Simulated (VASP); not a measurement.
Here is a VASP 6.6.1 calculation.

File INCAR:

```
PREC     = Accurate       # precision mode
ENCUT    = 520            # plane-wave cutoff, eV
EDIFF    = 1E-7           # SCF threshold, eV
ISMEAR   = 0              # smearing method
SIGMA    = 0.1            # smearing width, eV
LREAL    = False          # projectors in reciprocal space
LASPH    = True           # aspherical terms in the spheres
NELM     = 60             # most SCF steps
ALGO     = Fast           # electronic algorithm
ISIF     = 2              # what is computed and relaxed
LWAVE    = False          # write WAVECAR
LCHARG   = False          # write CHGCAR
GGA      = PE             # functional
NBANDS   = 20             # bands
```

The input KPOINTS:

```
Automatic mesh
0
Gamma
  12 12 12
```

POSCAR

```
CsAs3
1.0
    0.0000000000      3.7509525320      3.7509525320
    3.7509525320      0.0000000000      3.7509525320
    3.7509525320      3.7509525320      0.0000000000
Cs As
1 3
Direct
    0.0000000000      0.0000000000      0.0000000000
    0.2500000000      0.2500000000      0.2500000000
    0.7500000000      0.7500000000      0.7500000000
    0.5000000000      0.5000000000      0.5000000000
```

Potentials or basis: VASP PAW PBE potentials, release 64 (Cs_sv, As).

Command:

```sh
$ cat potpaw_PBE.64/Cs_sv/POTCAR potpaw_PBE.64/As/POTCAR > POTCAR
$ mpirun -np 1 vasp_std > vasp.out
```

(1) What does it give for the pressure?

(2) Estimate the band gap on the k mesh.

## Answers

(1) 0.2 GPa.

(2) zero (bands 12 and 13 overlap by 2.36 eV).

Caveat: spin-orbit coupling is left out, which moves the levels of the heavy elements.
